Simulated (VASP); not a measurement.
# Sn in VASP: notebook

Sn is run at these levels: LDA, PBEsol; tasks: single point.

Everything below comes from runs of VASP 6.6.1. Logs are shortened: lines on timing, memory, paths and dates and some standing lists are left out, and cuts for length are marked.

**1. The cell of the first run**

Symmetry: Immm, No. 71, orthorhombic system. The conventional cell has a = 3.499 Å, b = 3.598 Å, c = 4.738 Å, α = 90.00°, β = 90.00°, γ = 90.00°. Sn (site symmetry mmm) has 12 Sn at 3.45 to 3.60 Å within 4.5 Å.

**2. Single point, LDA (29.82 Å³/atom)**

Contents of INCAR:

```
SYSTEM = Sn
ALGO = Normal
EDIFF = 1E-7
ENCUT = 520
GGA = CA
ISIF = 2
ISMEAR = -1
LASPH = .True.
LCHARG = .True.
LELF = .True.
LREAL = .False.
LVHAR = .True.
LWAVE = .False.
NBANDS = 13
NELM = 60
PREC = Accurate
SIGMA = 0.05
```

Contents of KPOINTS:

```
k-points
0
Gamma
  11 11 11
  0 0 0
```

Contents of POSCAR:

```
Sn
1.0
   -1.7492592239      1.7989121400      2.3691131866
    1.7492592239     -1.7989121400      2.3691131866
    1.7492592239      1.7989121400     -2.3691131866
Sn
1
Direct
    0.0000000000      0.0000000000      0.0000000000
```

Potentials or basis: VASP PAW LDA potentials, release 64 (Sn_d).

Started as:

```sh
$ cat potpaw_LDA.64/Sn_d/POTCAR > POTCAR
$ mpirun -np 1 vasp_std > vasp.out
```

OUTCAR:

```text
SYSTEM = Sn
   EDIFF = 1E-7
   ENCUT = 520
   GGA = CA
   ISIF = 2
   ISMEAR = -1
   LASPH = .True.
   LREAL = .False.
   NELM = 60
   PREC = Accurate

 ion  position               nearest neighbor table
   1  0.000  0.000  0.000-

  LATTYP: Found a body centered orthorhombic cell.
 ALAT       =     3.4985184478
 B/A-ratio  =     1.0283851103
 C/A-ratio  =     1.3543522619

  Lattice vectors:

 A1 = (  -1.7492592239,   1.7989121400,   2.3691131866)
 A2 = (   1.7492592239,  -1.7989121400,   2.3691131866)
 A3 = (   1.7492592239,   1.7989121400,  -2.3691131866)

Analysis of symmetry for initial positions (statically):
=====================================================================
 Subroutine PRICEL returns:
 Original cell was already a primitive cell.

 Routine SETGRP: Setting up the symmetry group for a
 body centered orthorhombic supercell.

 Subroutine GETGRP returns: Found  8 space group operations
 (whereof  8 operations were pure point group operations)
 out of a pool of  8 trial point group operations.

The static configuration has the point symmetry D_2h.

Analysis of symmetry for dynamics (positions and initial velocities):
=====================================================================
 Subroutine PRICEL returns:
 Original cell was already a primitive cell.

 Routine SETGRP: Setting up the symmetry group for a
 body centered orthorhombic supercell.

 Subroutine GETGRP returns: Found  8 space group operations
 (whereof  8 operations were pure point group operations)
 out of a pool of  8 trial point group operations.

The dynamic configuration has the point symmetry D_2h.

 Subroutine INISYM returns: Found  8 space group operations
 (whereof  8 operations are pure point group operations),
 and found     1 'primitive' translations

----------------------------------------------------------------------------------------

                                     Primitive cell

  volume of cell :      29.8202

  direct lattice vectors                    reciprocal lattice vectors
    -1.749259224  1.798912140  2.369113187     0.000000000  0.277945759  0.211049435
     1.749259224 -1.798912140  2.369113187     0.285835280  0.000000000  0.211049435
     1.749259224  1.798912140 -2.369113187     0.285835280  0.277945759  0.000000000

  length of vectors
     3.450896986  3.450896986  3.450896986     0.348992420  0.355307854  0.398692428

  position of ions in fractional coordinates (direct lattice)
     0.000000000  0.000000000  0.000000000

  ion indices of the primitive-cell ions
   primitive index   ion index
                 1           1

----------------------------------------------------------------------------------------

 KPOINTS: k-points

Automatic generation of k-mesh.
 Grid dimensions read from file:
 generate k-points for:   11   11   11

 Generating k-lattice:

  Cartesian coordinates                     Fractional coordinates (reciprocal lattice)
     0.000000000  0.025267796  0.019186312     0.090909091  0.000000000  0.000000000
     0.025985025  0.000000000  0.019186312     0.000000000  0.090909091  0.000000000
     0.025985025  0.025267796  0.000000000     0.000000000  0.000000000  0.090909091

  Length of vectors
     0.031726584  0.032300714  0.036244766

  Shift w.r.t. Gamma in fractional coordinates (k-lattice)
     0.000000000  0.000000000  0.000000000

 Subroutine IBZKPT returns following result:
 ===========================================

 Found    216 irreducible k-points:

 Following reciprocal coordinates:
            Coordinates               Weight
  0.000000  0.000000  0.000000      1.000000
  0.090909 -0.000000  0.000000      4.000000
  0.181818  0.000000  0.000000      4.000000
  0.272727  0.000000  0.000000      4.000000
  0.363636 -0.000000  0.000000      4.000000
  0.454545 -0.000000  0.000000      4.000000
[... 16 lines left out ...]
  0.454545  0.181818  0.000000      8.000000
 -0.454545  0.181818 -0.000000      8.000000
 [... further k-points ...]
   k-points           NKPTS =    216   k-points in BZ     NKDIM =    216   number of bands    NBANDS=     13
   number of dos      NEDOS =    301   number of ions     NIONS =      1
   total plane-waves  NPLWV =  21952
   dimension x,y,z NGX =    28 NGY =   28 NGZ =   28
   dimension x,y,z NGXF=    56 NGYF=   56 NGZF=   56
   ions per type =               1
   NGX,Y,Z   is equivalent  to a cutoff of  13.49, 13.49, 13.49 a.u.
   NGXF,Y,Z  is equivalent  to a cutoff of  26.98, 26.98, 26.98 a.u.
 SYSTEM =  Sn
   PREC   = accura    normal or accurate (medium, high low for compatibility)
   ISTART =      0    job   : 0-new  1-cont  2-samecut
   ICHARG =      2    charge: 1-file 2-atom 10-const
   ISPIN  =      1    spin polarized calculation?
   LNONCOLLINEAR =      F non collinear calculations
   LSORBIT =      F    spin-orbit coupling
   LASPH  =      T    aspherical Exc in radial PAW
   ENCUT  =  520.0 eV  38.22 Ry    6.18 a.u.   6.42  6.42  6.42*2*pi/ulx,y,z
   NELM   =     60;   NELMIN=  2; NELMDL= -5     # of ELM steps
   EDIFF  = 0.1E-06   stopping-criterion for ELM
   LREAL  =      F    real-space projection
   EDIFFG = 0.1E-05   stopping-criterion for IOM
   NSW    =      0    number of steps for IOM
   IBRION =     -1    ionic relax: 0-MD 1-quasi-New 2-CG
   NFREE  =      0    steps in history (QN), initial steepest desc. (CG)
   ISIF   =      2    stress and relaxation
   ISYM   =      2    0-nonsym 1-usesym 2-fastsym
   POTIM  = 0.5000    time-step for ionic-motion
   TEBEG  =    0.0;   TEEND  =   0.0 temperature during run
   PSTRESS=    0.0 pullay stress
   NELECT =      14.0000    total number of electrons
   NUPDOWN=      -1.0000    fix difference up-down
   EMIN   =  10.00;   EMAX   =-10.00  energy-range for DOS
   EFERMI =   0.00;   METHOD = LEGACY
   ISMEAR =    -1;   SIGMA  =   0.05  broadening in eV -4-tet -1-fermi 0-gaus
   EFERMI_NEDOS =   21; number of points for ismear=-14 and -15
   IALGO  =     38    algorithm
   IMIX   =      4    mixing-type and parameters
     AMIX     =   0.40;   BMIX     =  1.00
     AMIX_MAG =   1.60;   BMIX_MAG =  1.00
  volume/ion in A,a.u.               =      29.82       201.24
  Fermi-wavevector in a.u.,A,eV,Ry     =   1.272372  2.404435 22.026897  1.618931
  Thomas-Fermi vector in A             =   2.405254
   LORBIT       =      0    0 simple, 1 ext, 2 COOP (PROOUT), +10 PAW based schemes
   GGA     = CA    functional components
   LHFCALC =     F    Hartree Fock is set to
   AEXX    =    0.0000 exact exchange contribution
   IVDW    =     0    specifies the selected vdW correction
   LEPSILON=     F    determine dielectric tensor
   LRPA    =     F    only Hartree local field effects (RPA)
 non-spin polarized calculation
  energy-cutoff  :      520.00
  volume of cell :       29.82
 maximum number of plane-waves:       824
 NGX is ok and might be reduce to    28
   NGX = 13   NGY = 13   NGZ = 13

 number of electron      14.0000002 magnetization

 Free energy of the ion-electron system (eV)
  ---------------------------------------------------
  ext. energy  EPLUGINS =         0.00000000
  ---------------------------------------------------
  free energy    TOTEN  =        -4.36266770 eV

  energy without entropy =       -4.35944863  energy(sigma->0) =       -4.36105817

 E-fermi :   6.7967     XC(G=0): -10.1730

 val. band max:        6.7851539035   @ k =  -0.3636  -0.3636   0.3636
 cond. band min:       6.8271948269   @ k =   0.1818   0.1818   0.1818
 fundamental gap:      0.0420409234
 Fermi energy:         6.7966713123

 k-point     1 :       0.0000    0.0000    0.0000
  band No.  band energies     occupation
      1     -14.6496      2.00000
      2     -14.6356      2.00000
      3     -14.6198      2.00000
      4     -14.5941      2.00000
      5     -14.5604      2.00000
      6      -3.7255      2.00000
      7      13.4071      0.00000
      8      13.5573      0.00000
      9      13.9162      0.00000
     10      17.4604      0.00000
     11      17.7675      0.00000
     12      18.2569      0.00000
     13      18.4127      0.00000

 k-point     2 :       0.0909   -0.0000    0.0000
  band No.  band energies     occupation
      1     -14.6462      2.00000
      2     -14.6308      2.00000
      3     -14.6186      2.00000
      4     -14.5925      2.00000
      5     -14.5612      2.00000
      6      -3.5720      2.00000
      7      11.9742      0.00000
      8      13.3738      0.00000
      9      13.6414      0.00000
     10      16.7355      0.00000
     11      18.3349      0.00000
     12      18.7712      0.00000
     13      19.8096      0.00000

 k-point     3 :       0.1818    0.0000    0.0000
  band No.  band energies     occupation
      1     -14.6391      2.00000
      2     -14.6249      2.00000
      3     -14.6158      2.00000
      4     -14.5809      2.00000
      5     -14.5608      2.00000
      6      -3.1128      2.00000
      7       9.4016      0.00000
      8      13.0551      0.00000
      9      13.0881      0.00000
     10      16.3406      0.00000
     11      18.7220      0.00000
     12      18.7375      0.00000
     13      19.6467      0.00000
[... 305 lines left out ...]
 k-point    23 :       0.4545    0.1818    0.0000
  band No.  band energies     occupation
      1     -14.6438      2.00000
      2     -14.6086      2.00000
      3     -14.5929      2.00000
      4     -14.5476      2.00000
      5     -14.5221      2.00000
      6       0.3861      2.00000
      7       3.2799      2.00000
      8       8.5529      0.00000
      9      11.0477      0.00000
     10      14.4349      0.00000
     11      18.8765      0.00000
     12      20.0873      0.00000
     13      21.8595      0.00000

 k-point    24 :      -0.4545    0.1818   -0.0000
  band No.  band energies     occupation
      1     -14.6486      2.00000
      2     -14.6135      2.00000
      3     -14.5893      2.00000
      4     -14.5551      2.00000
      5     -14.5204      2.00000
      6      -0.5095      2.00000
      7       4.5952      2.00000
      8       9.1345      0.00000
      9      10.7536      0.00000
     10      14.1706      0.00000
     11      18.8824      0.00000
     12      20.0063      0.00000
     13      21.2789      0.00000

 [... further k-points ...]

------------------------ aborting loop because EDIFF is reached ----------------------------------------

  FORCE on cell =-STRESS in cart. coord.  units (eV):
  Direction    XX          YY          ZZ          XY          YZ          ZX
  --------------------------------------------------------------------------------------
  -------------------------------------------------------------------------------------
  Total       -1.0441895     -1.3099073     -1.0572572      0.0000000      0.0000000      0.0000000
  in kB      -56.1022089    -70.3786991    -56.8043117      0.0000000      0.0000000      0.0000000
  external PRESSURE =     -61.0950732 kB  Pullay stress =       0.0000000 kB

 VOLUME and BASIS-vectors are now :
 -----------------------------------------------------------------------------
  energy-cutoff  :      520.00
  volume of cell :       29.82
      direct lattice vectors                 reciprocal lattice vectors
    -1.749259224  1.798912140  2.369113187     0.000000000  0.277945759  0.211049435
     1.749259224 -1.798912140  2.369113187     0.285835280  0.000000000  0.211049435
     1.749259224  1.798912140 -2.369113187     0.285835280  0.277945759  0.000000000

 POSITION                                       TOTAL-FORCE (eV/Angst)
 -----------------------------------------------------------------------------------
      0.00000      0.00000      0.00000         0.000000      0.000000     -0.000000
 -----------------------------------------------------------------------------------
    total drift:                               -0.000000     -0.000000     -0.000000

  FREE ENERGIE OF THE ION-ELECTRON SYSTEM (eV)
  ---------------------------------------------------
  free  energy   TOTEN  =        -4.3626677047 eV

  energy  without entropy=       -4.3594486276  energy(sigma->0) =       -4.36105817
```

It took 1.9 min on 1 thread of Intel Xeon 8259CL, shared host; peak memory 0.2 GiB.

Results:

```yaml
Free_energy: -4.3627 eV
Pressure: -6.1 GPa
Band_gap_on_the_k_mesh: zero (bands 7 and 8 overlap by 8.26 eV)
```

Stress tensor (GPa, compression positive):
```
-5.61  0.00  0.00
 0.00 -7.04  0.00
 0.00  0.00 -5.68
```

Caveat: the cell stands under tension; spin-orbit coupling is left out, which moves the levels of the heavy elements.

**3. Single point, LDA (30.39 Å³/atom)**

This run uses another cell than the first one, of 30.39 Å³/atom.

Contents of INCAR:

```
PREC     = Accurate       # precision mode
ENCUT    = 520            # plane-wave cutoff, eV
EDIFF    = 1E-6           # SCF threshold, eV
ISMEAR   = -1             # smearing method
SIGMA    = 0.05           # smearing width, eV
LREAL    = F              # projectors in reciprocal space
LASPH    = T              # aspherical terms in the spheres
NELM     = 60             # most SCF steps
ALGO     = Normal         # electronic algorithm
ISIF     = 2              # what is computed and relaxed
LWAVE    = F              # write WAVECAR
LCHARG   = F              # write CHGCAR
NBANDS   = 13             # bands
```

Contents of KPOINTS:

```
Automatic mesh
0
Gamma
  11 11 11
```

Contents of POSCAR:

```
Sn
1.0
   -1.7604013028      1.8103704880      2.3842034864
    1.7604013028     -1.8103704880      2.3842034864
    1.7604013028      1.8103704880     -2.3842034864
Sn
1
Direct
    0.0000000000      0.0000000000      0.0000000000
```

Potentials or basis: VASP PAW LDA potentials, release 64 (Sn_d).

Started as:

```sh
$ cat potpaw_LDA.64/Sn_d/POTCAR > POTCAR
$ mpirun -np 1 vasp_std > vasp.out
```

Run time: 98 s. Hardware: 1 thread of Intel Xeon 8259CL, shared host; peak memory 0.2 GiB.

Results (log left out):

```
Free energy            : -4.3401 eV
Pressure               : -6.6 GPa
Band gap on the k mesh : zero (bands 7 and 8 overlap by 8.07 eV)
```

Stress tensor (GPa, compression positive):
```
-6.18  0.00  0.00
 0.00 -7.52  0.00
 0.00  0.00 -6.17
```

Levels at points of the mesh, in eV from the Fermi level:
```
           k point  band 5  band 6  band 7  band 8  band 9  band 10
(0.00, 0.00, 0.00)  -21.36  -10.40    6.47    6.62    6.96    10.63
```

Caveat: the cell stands under tension; spin-orbit coupling is left out, which moves the levels of the heavy elements.

[end of part 1 of 2]
